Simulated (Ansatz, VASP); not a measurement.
**Two plane-wave programs on Zn**

INCAR

```
ALGO     = Fast           # electronic algorithm
EDIFF    = 1E-6           # SCF threshold, eV
ENCUT    = 520            # plane-wave cutoff, eV
GGA      = PS             # functional
ISIF     = 2              # what is computed and relaxed
ISMEAR   = 0              # smearing method
LASPH    = True           # aspherical terms in the spheres
LCHARG   = False          # write CHGCAR
LREAL    = False          # projectors in reciprocal space
LWAVE    = False          # write WAVECAR
NBANDS   = 12             # bands
NELM     = 60             # most SCF steps
PREC     = Accurate       # precision mode
SIGMA    = 0.15           # smearing width, eV
```

File KPOINTS:

```
k-points
0
Gamma
  20 20 20
```

The input POSCAR:

```
Zn
1.0
   -1.4688715212      1.5300745013      1.5147737563
    1.4688715212     -1.5300745013      1.5147737563
    1.4688715212      1.5300745013     -1.5147737563
Zn
1
Direct
    0.0000000000      0.0000000000      0.0000000000
```

Input for Ansatz:

```yaml
crystal:
  lattice:
    - [-1.4688715212, 1.5300745013, 1.5147737563]
    - [1.4688715212, -1.5300745013, 1.5147737563]
    - [1.4688715212, 1.5300745013, -1.5147737563]
  atoms:
    - { symbol: Zn, position: [0.0, 0.0, 0.0] }
basis:
  ecutwfc: 520.0
kpoints:
  mp_grid: { grid: [20, 20, 20] }
hamiltonian:
  xc: pbesol
scf:
  occupations: { method: gaussian, width: 0.15 }
output:
  forces: true
  stress: true
  eigenvalues: true
  write_density: true
  write_potential: true
  elf: true
  volumetric_format: npy
```

Change from the starting cell: normal strain along x -0.0400, normal strain along z -0.0100.

Alike in both runs: task single point; functional PBEsol; k mesh 20 × 20 × 20; occupations gaussian, width 0.15 eV; no spin polarisation.

|  | VASP | Ansatz |
| --- | --- | --- |
| version | VASP 6.6.1 | Ansatz 0.2.0 |
| potentials or method | VASP PAW PBE potentials, release 64 (Zn), cutoff 520 eV | scalar-relativistic, plane waves, PAW |
| valence electrons in the cell | 12 | 12 |

|  | VASP | Ansatz | Ansatz less VASP |
| --- | --- | --- | --- |
| gap on the k mesh at the Fermi level (eV) | none | none | - |
| pressure (GPa) | 5.1 | 4.6 | -0.55 |
| traceless stress, the component that is largest in VASP (GPa) | -1.11 | -1.12 | -0.012 |

VASP's potentials were made for PBE, not for PBEsol. A gap of «none» marks a metal or a gap that the smearing closes.
